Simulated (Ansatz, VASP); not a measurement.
**ScB2P3 in VASP and in Ansatz**

The input INCAR:

```
SYSTEM = ScB2P3
PREC = Accurate
ENCUT = 520
EDIFF = 1E-7
ISMEAR = 0
SIGMA = 0.1
LREAL = .False.
LASPH = .True.
NELM = 60
ALGO = Normal
ISIF = 2
LWAVE = .False.
LCHARG = .True.
GGA = PE
LELF = .True.
LVHAR = .True.
NBANDS = 25
```

File KPOINTS:

```
Automatic mesh
0
Gamma
  6 6 4
  0 0 0
```

The input POSCAR:

```
ScB2P3
1.0
    3.4015787600      0.0000000000      0.0000000000
    0.0000000000      3.4015787600      0.0000000000
    0.0000000000      0.0000000000      7.2215050200
Sc B P
1 2 3
Direct
    0.0000000000      0.0000000000      0.6251500200
    0.5000000000      0.5000000000      0.7286009800
    0.0000000000      0.0000000000      0.2702390000
    0.5000000000      0.0000000000      0.9985610200
    0.0000000000      0.5000000000      0.9985610200
    0.5000000000      0.5000000000      0.3788870000
```

Input for Ansatz:

```yaml
crystal:
  lattice:
    - [3.40157876, 0.0, 0.0]
    - [0.0, 3.40157876, 0.0]
    - [0.0, 0.0, 7.22150502]
  atoms:
    - { symbol: Sc, position: [0.0, 0.0, 0.62515002] }
    - { symbol: B, position: [0.5, 0.5, 0.72860098] }
    - { symbol: B, position: [0.0, 0.0, 0.270239] }
    - { symbol: P, position: [0.5, 0.0, 0.99856102] }
    - { symbol: P, position: [0.0, 0.5, 0.99856102] }
    - { symbol: P, position: [0.5, 0.5, 0.378887] }
basis:
  ecutwfc: 420
kpoints:
  mp_grid: { grid: [6, 6, 4] }
hamiltonian:
  xc: pbe
scf:
  occupations: { method: gaussian, width: 0.1 }
  lower_state_search: "off"
output:
  forces: true
  stress: true
  eigenvalues: true
```

Change from the starting cell: species swapped into the Zr2As3S type (P4mm, No. 99).

Alike in both runs: task single point; functional PBE; k mesh 6 × 6 × 4; occupations gaussian, width 0.1 eV; no spin polarisation.

|  | VASP | Ansatz |
| --- | --- | --- |
| version | VASP 6.6.1 | Ansatz 0.2.0 |
| potentials or method | VASP PAW PBE potentials, release 64 (Sc_sv, B, P), cutoff 520 eV | scalar-relativistic, plane waves, PAW |
| valence electrons in the cell | 32 | 32 |

```tsv
	VASP	Ansatz	Ansatz less VASP
gap on the k mesh at the Fermi level (eV)	none	none	-
pressure (GPa)	-9.5	-9.5	+0.02
traceless stress, the component that is largest in VASP (GPa)	-3.64	-3.66	-0.028
rms of the force components (eV/Å)	0.425	0.428	+0.0028
```

Atom by atom the forces differ by 0.003 eV/Å (rms over components). A gap of «none» marks a metal or a gap that the smearing closes. The functional is the same, so the differences come from potentials, cutoffs and numerics.
